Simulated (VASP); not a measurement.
# Ba (R-3m) in VASP: notebook

Ba is run at these levels: LDA; tasks: single point.

All numbers are computed with VASP 6.6.1; they aren't measurements. Logs are shortened: lines on timing, memory, paths and dates and some standing lists are left out, and cuts for length are marked.

## Step 1: The cell of the first run

The structure is trigonal, space group R-3m (No. 166). Conventional cell: a = 5.881 Å, b = 5.881 Å, c = 5.114 Å, α = 90.00°, β = 90.00°, γ = 120.00°. Ba (site symmetry -3m) has 14 Ba at 3.80 to 5.11 Å within 5.2 Å.

## Step 2: Single point, LDA

File INCAR:

```
PREC = Accurate ; ENCUT = 520
EDIFF = 1E-6 ; ISMEAR = 0
SIGMA = 0.15 ; LREAL = F
LASPH = T ; NELM = 100
ALGO = Fast ; ISIF = 2
LWAVE = F ; LCHARG = F
GGA = CA ; NBANDS = 11
```

File KPOINTS:

```
Automatic mesh
0
Gamma
  18 18 18
```

File POSCAR:

```
Ba
1.0
    3.7564166505     -0.4019781656     -0.4019781656
   -0.4019781656      3.7564166505     -0.4019781656
   -0.4019781656     -0.4019781656      3.7564166505
Ba
1
Direct
    0.0000000000      0.0000000000      0.0000000000
```

Potentials or basis: VASP PAW LDA potentials, release 64 (Ba_sv).

Launch:

```sh
> cat potpaw_LDA.64/Ba_sv/POTCAR > POTCAR
> mpirun -np 1 vasp_std > vasp.out
```

OUTCAR:

```text
PREC = Accurate
   ENCUT = 520
   EDIFF = 1E-6
   ISMEAR = 0
   LREAL = F
   LASPH = T
   NELM = 100
   ISIF = 2
   GGA = CA

 ion  position               nearest neighbor table
   1  0.000  0.000  0.000-

  LATTYP: Found a trigonal (rhomboedric) cell.
 ALAT       =     3.7991892482
 COS(alpha) =    -0.1980352223

  Lattice vectors:

 A1 = (   3.7564166505,  -0.4019781656,  -0.4019781656)
 A2 = (  -0.4019781656,   3.7564166505,  -0.4019781656)
 A3 = (  -0.4019781656,  -0.4019781656,   3.7564166505)

Analysis of symmetry for initial positions (statically):
=====================================================================
 Subroutine PRICEL returns:
 Original cell was already a primitive cell.

 Routine SETGRP: Setting up the symmetry group for a
 trigonal (rhombohedral) supercell.

 Subroutine GETGRP returns: Found 12 space group operations
 (whereof 12 operations were pure point group operations)
 out of a pool of 12 trial point group operations.

The static configuration has the point symmetry D_3d.

Analysis of symmetry for dynamics (positions and initial velocities):
=====================================================================
 Subroutine PRICEL returns:
 Original cell was already a primitive cell.

 Routine SETGRP: Setting up the symmetry group for a
 trigonal (rhombohedral) supercell.

 Subroutine GETGRP returns: Found 12 space group operations
 (whereof 12 operations were pure point group operations)
 out of a pool of 12 trial point group operations.

The dynamic configuration has the point symmetry D_3d.

 Subroutine INISYM returns: Found 12 space group operations
 (whereof 12 operations are pure point group operations),
 and found     1 'primitive' translations

----------------------------------------------------------------------------------------

                                     Primitive cell

  volume of cell :      51.0547

  direct lattice vectors                    reciprocal lattice vectors
     3.756416650 -0.401978166 -0.401978166     0.273218462  0.032741055  0.032741055
    -0.401978166  3.756416650 -0.401978166     0.032741055  0.273218462  0.032741055
    -0.401978166 -0.401978166  3.756416650     0.032741055  0.032741055  0.273218462

  length of vectors
     3.799189248  3.799189248  3.799189248     0.277114202  0.277114202  0.277114202

  position of ions in fractional coordinates (direct lattice)
     0.000000000  0.000000000  0.000000000

  ion indices of the primitive-cell ions
   primitive index   ion index
                 1           1

----------------------------------------------------------------------------------------

 KPOINTS: Automatic mesh

Automatic generation of k-mesh.
 Grid dimensions read from file:
 generate k-points for:   18   18   18

 Generating k-lattice:

  Cartesian coordinates                     Fractional coordinates (reciprocal lattice)
     0.015178803  0.001818948  0.001818948     0.055555556 -0.000000000 -0.000000000
     0.001818948  0.015178803  0.001818948    -0.000000000  0.055555556 -0.000000000
     0.001818948  0.001818948  0.015178803    -0.000000000 -0.000000000  0.055555556

  Length of vectors
     0.015395233  0.015395233  0.015395233

  Shift w.r.t. Gamma in fractional coordinates (k-lattice)
     0.000000000  0.000000000  0.000000000

 Subroutine IBZKPT returns following result:
 ===========================================

 Found    580 irreducible k-points:

 Following reciprocal coordinates:
            Coordinates               Weight
  0.000000  0.000000  0.000000      1.000000
  0.055556  0.000000  0.000000      6.000000
  0.111111  0.000000  0.000000      6.000000
  0.166667  0.000000  0.000000      6.000000
  0.222222  0.000000  0.000000      6.000000
  0.277778  0.000000  0.000000      6.000000
[... 16 lines left out ...]
 -0.277778  0.055556 -0.000000     12.000000
 -0.222222  0.055556 -0.000000     12.000000
 [... further k-points ...]
   k-points           NKPTS =    580   k-points in BZ     NKDIM =    580   number of bands    NBANDS=     11
   number of dos      NEDOS =    301   number of ions     NIONS =      1
   total plane-waves  NPLWV =  21952
   dimension x,y,z NGX =    28 NGY =   28 NGZ =   28
   dimension x,y,z NGXF=    56 NGYF=   56 NGZF=   56
   ions per type =               1
   NGX,Y,Z   is equivalent  to a cutoff of  12.25, 12.25, 12.25 a.u.
   NGXF,Y,Z  is equivalent  to a cutoff of  24.50, 24.50, 24.50 a.u.
 SYSTEM =  unknown system
   PREC   = accura    normal or accurate (medium, high low for compatibility)
   ISTART =      0    job   : 0-new  1-cont  2-samecut
   ICHARG =      2    charge: 1-file 2-atom 10-const
   ISPIN  =      1    spin polarized calculation?
   LNONCOLLINEAR =      F non collinear calculations
   LSORBIT =      F    spin-orbit coupling
   LASPH  =      T    aspherical Exc in radial PAW
   ENCUT  =  520.0 eV  38.22 Ry    6.18 a.u.   7.06  7.06  7.06*2*pi/ulx,y,z
   NELM   =    100;   NELMIN=  2; NELMDL= -5     # of ELM steps
   EDIFF  = 0.1E-05   stopping-criterion for ELM
   LREAL  =      F    real-space projection
[... 7 lines left out ...]
   TEBEG  =    0.0;   TEEND  =   0.0 temperature during run
   PSTRESS=    0.0 pullay stress
   NELECT =      10.0000    total number of electrons
   NUPDOWN=      -1.0000    fix difference up-down
   EMIN   =  10.00;   EMAX   =-10.00  energy-range for DOS
   EFERMI =   0.00;   METHOD = LEGACY
   ISMEAR =     0;   SIGMA  =   0.15  broadening in eV -4-tet -1-fermi 0-gaus
   EFERMI_NEDOS =   21; number of points for ismear=-14 and -15
   IALGO  =     68    algorithm
   IMIX   =      4    mixing-type and parameters
     AMIX     =   0.40;   BMIX     =  1.00
     AMIX_MAG =   1.60;   BMIX_MAG =  1.00
  volume/ion in A,a.u.               =      51.05       344.53
  Fermi-wavevector in a.u.,A,eV,Ry     =   0.950743  1.796643 12.298465  0.903912
  Thomas-Fermi vector in A             =   2.079148
   LORBIT       =      0    0 simple, 1 ext, 2 COOP (PROOUT), +10 PAW based schemes
   GGA     = CA    functional components
   LHFCALC =     F    Hartree Fock is set to
   AEXX    =    0.0000 exact exchange contribution
   IVDW    =     0    specifies the selected vdW correction
   LEPSILON=     F    determine dielectric tensor
   LRPA    =     F    only Hartree local field effects (RPA)
 non-spin polarized calculation
 RMM-DIIS sequential band-by-band and
 Gauss-broadening in eV      SIGMA  =   0.15
  energy-cutoff  :      520.00
  volume of cell :       51.05
 maximum number of plane-waves:      1394
   NGX = 15   NGY = 15   NGZ = 15

 number of electron      10.0000000 magnetization

 Free energy of the ion-electron system (eV)
  ---------------------------------------------------
  ext. energy  EPLUGINS =         0.00000000
  ---------------------------------------------------
  free energy    TOTEN  =        -2.07275238 eV

  energy without entropy =       -2.05937010  energy(sigma->0) =       -2.06606124

 E-fermi :   2.1239     XC(G=0):  -8.3207

 val. band max:        2.1234053237   @ k =   0.3333   0.2778   0.1111
 cond. band min:       2.1326314659   @ k =   0.2222   0.2222   0.2222
 fundamental gap:      0.0092261422
 Fermi energy:         2.1238775722

 k-point     1 :       0.0000    0.0000    0.0000
  band No.  band energies     occupation
      1     -26.5869      2.00000
      2     -11.3551      2.00000
      3     -11.2294      2.00000
      4     -11.2294      2.00000
      5      -0.5506      2.00000
      6       2.6006      0.00001
      7       2.6006      0.00001
      8       6.3598      0.00000
      9       7.0478      0.00000
     10       7.0478      0.00000
     11       9.5986      0.00000

 k-point     2 :       0.0556    0.0000    0.0000
  band No.  band energies     occupation
      1     -26.5838      2.00000
      2     -11.3670      2.00000
      3     -11.2532      2.00000
      4     -11.2279      2.00000
      5      -0.4873      2.00000
      6       2.6067      0.00001
      7       2.6458      0.00000
      8       6.2969      0.00000
      9       6.9579      0.00000
     10       6.9972      0.00000
     11       9.6928      0.00000

 k-point     3 :       0.1111    0.0000    0.0000
  band No.  band energies     occupation
      1     -26.5749      2.00000
      2     -11.4326      2.00000
      3     -11.2885      2.00000
      4     -11.2235      2.00000
      5      -0.3074      2.00000
      6       2.6224      0.00000
      7       2.7711      0.00000
      8       6.1235      0.00000
      9       6.7446      0.00000
     10       6.9449      0.00000
     11       9.9186      0.00000

 k-point     4 :       0.1667    0.0000    0.0000
  band No.  band energies     occupation
      1     -26.5612      2.00000
      2     -11.5725      2.00000
      3     -11.2976      2.00000
      4     -11.2168      2.00000
      5      -0.0387      2.00000
      6       2.6405      0.00000
      7       2.9435      0.00000
      8       5.9478      0.00000
      9       6.5075      0.00000
     10       6.9606      0.00000
     11      10.1862      0.00000

 k-point     5 :       0.2222    0.0000    0.0000
  band No.  band energies     occupation
      1     -26.5442      2.00000
      2     -11.7495      2.00000
      3     -11.2953      2.00000
      4     -11.2085      2.00000
      5       0.2802      2.00000
      6       2.6518      0.00000
      7       3.1097      0.00000
      8       5.9033      0.00000
      9       6.3181      0.00000
     10       7.0235      0.00000
     11      10.2974      0.00000

 k-point     6 :       0.2778    0.0000    0.0000
  band No.  band energies     occupation
      1     -26.5260      2.00000
      2     -11.9323      2.00000
      3     -11.2897      2.00000
      4     -11.1996      2.00000
      5       0.6055      2.00000
      6       2.6491      0.00000
      7       3.2318      0.00000
      8       6.0279      0.00000
      9       6.2122      0.00000
     10       7.1113      0.00000
     11       9.7787      0.00000

 k-point     7 :       0.3333    0.0000    0.0000
  band No.  band energies     occupation
      1     -26.5088      2.00000
      2     -12.0979      2.00000
      3     -11.2834      2.00000
      4     -11.1912      2.00000
      5       0.8924      2.00000
      6       2.6317      0.00000
      7       3.3298      0.00000
      8       6.1950      0.00000
      9       6.1962      0.00000
     10       7.2116      0.00000
     11       9.4749      0.00000

 k-point     8 :       0.3889    0.0000    0.0000
  band No.  band energies     occupation
      1     -26.4947      2.00000
      2     -12.2285      2.00000
      3     -11.2779      2.00000
      4     -11.1843      2.00000
      5       1.1034      2.00000
      6       2.6068      0.00001
      7       3.4480      0.00000
      8       6.2060      0.00000
      9       6.2435      0.00000
     10       7.3071      0.00000
     11       9.6154      0.00000
[... 141 lines left out ...]
 k-point    19 :       0.5000    0.0556    0.0000
  band No.  band energies     occupation
      1     -26.4795      2.00000
      2     -12.3352      2.00000
      3     -11.2883      2.00000
      4     -11.1922      2.00000
      5       1.3296      2.00000
      6       2.6157      0.00000
      7       3.5204      0.00000
      8       6.0470      0.00000
      9       6.3171      0.00000
     10       7.2966      0.00000
     11       9.7813      0.00000

 k-point    20 :      -0.4444    0.0556   -0.0000
  band No.  band energies     occupation
      1     -26.4831      2.00000
      2     -12.3031      2.00000
      3     -11.2856      2.00000
      4     -11.1922      2.00000
      5       1.2849      2.00000
      6       2.6434      0.00000
      7       3.3521      0.00000
      8       6.1568      0.00000
      9       6.2317      0.00000
     10       7.2640      0.00000
     11       9.9769      0.00000

 k-point    21 :      -0.3889    0.0556   -0.0000
  band No.  band energies     occupation
      1     -26.4928      2.00000
      2     -12.2167      2.00000
      3     -11.2862      2.00000
      4     -11.1954      2.00000
      5       1.1406      2.00000
      6       2.6842      0.00000
      7       3.2205      0.00000
      8       5.9938      0.00000
      9       6.3296      0.00000
     10       7.1777      0.00000
     11       9.7214      0.00000

 k-point    22 :      -0.3333    0.0556   -0.0000
  band No.  band energies     occupation
      1     -26.5071      2.00000
      2     -12.0836      2.00000
      3     -11.2900      2.00000
      4     -11.2013      2.00000
      5       0.8952      2.00000
      6       2.7225      0.00000
      7       3.1816      0.00000
      8       5.8515      0.00000
      9       6.1986      0.00000
     10       7.0662      0.00000
     11       9.7626      0.00000

 k-point    23 :      -0.2778    0.0556   -0.0000
  band No.  band energies     occupation
      1     -26.5244      2.00000
      2     -11.9165      2.00000
      3     -11.2962      2.00000
      4     -11.2092      2.00000
      5       0.5833      2.00000
      6       2.7420      0.00000
      7       3.1958      0.00000
      8       5.6727      0.00000
      9       6.0463      0.00000
     10       6.9694      0.00000
     11      10.2104      0.00000

 k-point    24 :      -0.2222    0.0556   -0.0000
  band No.  band energies     occupation
      1     -26.5425      2.00000
      2     -11.7329      2.00000
      3     -11.3037      2.00000
      4     -11.2182      2.00000
      5       0.2522      2.00000
      6       2.7371      0.00000
      7       3.1641      0.00000
      8       5.5128      0.00000
      9       6.1034      0.00000
     10       6.8882      0.00000
     11      10.5480      0.00000

 [... further k-points ...]
[... 5 lines left out ...]
  --------------------------------------------------------------------------------------
  -------------------------------------------------------------------------------------
  Total        0.1841626      0.1841626      0.1841626     -0.2809186     -0.2809186     -0.2809186
  in kB        5.7793180      5.7793180      5.7793180     -8.8156740     -8.8156740     -8.8156740
  external PRESSURE =       5.7793180 kB  Pullay stress =       0.0000000 kB

 VOLUME and BASIS-vectors are now :
 -----------------------------------------------------------------------------
  energy-cutoff  :      520.00
  volume of cell :       51.05
      direct lattice vectors                 reciprocal lattice vectors
     3.756416650 -0.401978166 -0.401978166     0.273218462  0.032741055  0.032741055
    -0.401978166  3.756416650 -0.401978166     0.032741055  0.273218462  0.032741055
    -0.401978166 -0.401978166  3.756416650     0.032741055  0.032741055  0.273218462

 POSITION                                       TOTAL-FORCE (eV/Angst)
 -----------------------------------------------------------------------------------
      0.00000      0.00000      0.00000        -0.000000     -0.000000      0.000000
 -----------------------------------------------------------------------------------
    total drift:                               -0.000000      0.000000      0.000000

  FREE ENERGIE OF THE ION-ELECTRON SYSTEM (eV)
  ---------------------------------------------------
  free  energy   TOTEN  =        -2.0727523769 eV

  energy  without entropy=       -2.0593700986  energy(sigma->0) =       -2.06606124
```

It took 4.1 min on 1 thread of Oxide Virtual Turin-like, shared host; peak memory 0.37 GiB.

Results:

- Free energy: -2.0728 eV
- Pressure: 0.6 GPa
- Band gap on the k mesh: zero (bands 5 and 6 overlap by 0.89 eV)

Stress tensor (GPa, compression positive):
```
 0.58 -0.88 -0.88
-0.88  0.58 -0.88
-0.88 -0.88  0.58
```

Levels at points of the mesh, in eV from the Fermi level:
```csv
k point,band 2,band 3,band 4,band 5,band 6,band 7,band 8,band 9
"(0.00, 0.00, 0.00)",-13.48,-13.35,-13.35,-2.67,0.48,0.48,4.24,4.92
"(0.50, 0.00, 0.00)",-14.46,-13.40,-13.30,-0.86,0.45,1.52,3.86,4.22
"(0.50, 0.50, 0.00)",-14.48,-14.07,-13.28,-1.15,0.53,3.14,3.60,3.91
"(0.50, 0.50, 0.50)",-14.29,-14.29,-13.84,-0.74,-0.74,2.09,4.41,6.83
```

Caveat: spin-orbit coupling is left out, which moves the levels of the heavy elements.

## Step 3: Single point, LDA

File INCAR:

```
PREC     = Accurate       # precision mode
ENCUT    = 520            # plane-wave cutoff, eV
EDIFF    = 1E-6           # SCF threshold, eV
ISMEAR   = 0              # smearing method
SIGMA    = 0.15           # smearing width, eV
LREAL    = F              # projectors in reciprocal space
LASPH    = T              # aspherical terms in the spheres
NELM     = 100            # most SCF steps
ALGO     = Fast           # electronic algorithm
ISIF     = 2              # what is computed and relaxed
LWAVE    = F              # write WAVECAR
LCHARG   = T              # write CHGCAR
GGA      = CA             # functional
LELF     = T              # ELF
LVHAR    = T            
NBANDS   = 11             # bands
```

KPOINTS is that of step 2.

File POSCAR:

```
Ba
1.0
    3.7604393656      0.4521349384      0.4521349384
    0.4521349384      3.7604393656      0.4521349384
    0.4521349384      0.4521349384      3.7604393656
Ba
1
Direct
    0.0000000000      0.0000000000      0.0000000000
```

Potentials or basis: VASP PAW LDA potentials, release 64 (Ba_sv).

Launch:

```sh
> cat potpaw_LDA.64/Ba_sv/POTCAR > POTCAR
> mpirun -np 1 vasp_std > vasp.out
```

Run time: 4.5 min. Hardware: 1 thread of Oxide Virtual Turin-like, shared host; peak memory 0.37 GiB.

It converged, with:

```
Free energy            : -2.0512 eV
Pressure               : 0.9 GPa
Band gap on the k mesh : zero (bands 5 and 6 overlap by 0.36 eV)
```

Stress tensor (GPa, compression positive):
```
0.90 0.88 0.88
0.88 0.90 0.88
0.88 0.88 0.90
```

Levels at points of the mesh, in eV from the Fermi level:
```
           k point  band 2  band 3  band 4  band 5  band 6  band 7  band 8  band 9
(0.00, 0.00, 0.00)  -13.47  -13.47  -13.33   -2.71    0.45    0.45    4.54    4.78
(0.50, 0.00, 0.00)  -14.49  -13.41  -13.35   -0.90    0.64    1.47    3.76    4.20
(0.50, 0.50, 0.00)  -14.49  -14.09  -13.36   -1.19   -0.05    3.36    4.45    4.46
(0.50, 0.50, 0.50)  -14.55  -13.92  -13.92   -1.00    0.67    0.67    3.74    6.08
```

Caveat: spin-orbit coupling is left out, which moves the levels of the heavy elements.
